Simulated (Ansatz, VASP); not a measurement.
## SiGe in VASP and in Ansatz

File POSCAR:

```
SiGe
1.0
    3.9043776430      0.0000000000      0.0000000000
   -1.9521888215      3.3812902248      0.0000000000
    0.0000000000      0.0000000000      6.4536796672
Si Ge
2 2
Direct
    0.6666666667      0.3333333333      0.8744661518
    0.3333333333      0.6666666667      0.3744661518
    0.6666666667      0.3333333333      0.5237754025
    0.3333333333      0.6666666667      0.0237754025
```

Contents of INCAR.step1:

```
ALGO = Normal ; EDIFF = 1E-4
ENCUT = 520 ; GGA = PE
ISMEAR = 0 ; LASPH = True
LCHARG = False ; LREAL = False
LWAVE = True ; NBANDS = 26
NELM = 60 ; PREC = Accurate
SIGMA = 0.05
```

Contents of INCAR.step2:

```
ALGO = Normal ; EDIFF = 1E-7
ENCUT = 520 ; ISIF = 2
ISMEAR = 0 ; ISTART = 1
LASPH = True ; LCHARG = True
LELF = True ; LMIXTAU = True
LREAL = False ; LVHAR = True
LWAVE = False ; METAGGA = R2SCAN
NBANDS = 26 ; NELM = 60
PREC = Accurate ; SIGMA = 0.05
```

Contents of KPOINTS:

```
k-points
0
Gamma
  12 12 4
```

Input for Ansatz:

```yaml
crystal:
  lattice:
    - [3.904377643, 0.0, 0.0]
    - [-1.9521888215, 3.3812902248, 0.0]
    - [0.0, 0.0, 6.4536796672]
  atoms:
    - { symbol: Si, position: [0.6666666667, 0.3333333333, 0.8744661518] }
    - { symbol: Si, position: [0.3333333333, 0.6666666667, 0.3744661518] }
    - { symbol: Ge, position: [0.6666666667, 0.3333333333, 0.5237754025] }
    - { symbol: Ge, position: [0.3333333333, 0.6666666667, 0.0237754025] }
basis:
  ecutwfc: 500
kpoints:
  mp_grid: { grid: [12, 12, 4] }
hamiltonian:
  xc: r2scan
scf:
  occupations: { method: gaussian, width: 0.05 }
output:
  forces: true
  stress: true
  eigenvalues: true
```

Change from the starting cell: all Ge atoms moved +0.150 Å, as atom 3 along Cartesian [0 0 1].

Alike in both runs: task single point; functional r2SCAN; k mesh 12 × 12 × 4; occupations gaussian, width 0.05 eV; no spin polarisation.

```csv
,VASP,Ansatz
version,VASP 6.6.1,Ansatz 0.2.0
potentials or method,"VASP PAW PBE potentials, release 64 (Si, Ge_d), cutoff 520 eV","scalar-relativistic, plane waves, PAW"
valence electrons in the cell,36,36
```

VASP gave:

```
gap on the k mesh at the Fermi level (eV)                     : 0.21
least direct gap on the mesh (eV)                             : 0.67
pressure (GPa)                                                : 0.5
traceless stress, the component that is largest in VASP (GPa) : 6.66
rms of the force components (eV/Å)                            : 1.337
```

**Question.** Estimate Ansatz's values.

**Answer.** gap on the k mesh at the Fermi level (eV): 0.21; least direct gap on the mesh (eV): 0.67; pressure (GPa): 0.6; traceless stress, the component that is largest in VASP (GPa): 6.67; rms of the force components (eV/Å): 1.338.

VASP's potentials were made for PBE, not for r2SCAN. Atom by atom the forces differ by 0.001 eV/Å (rms over components).
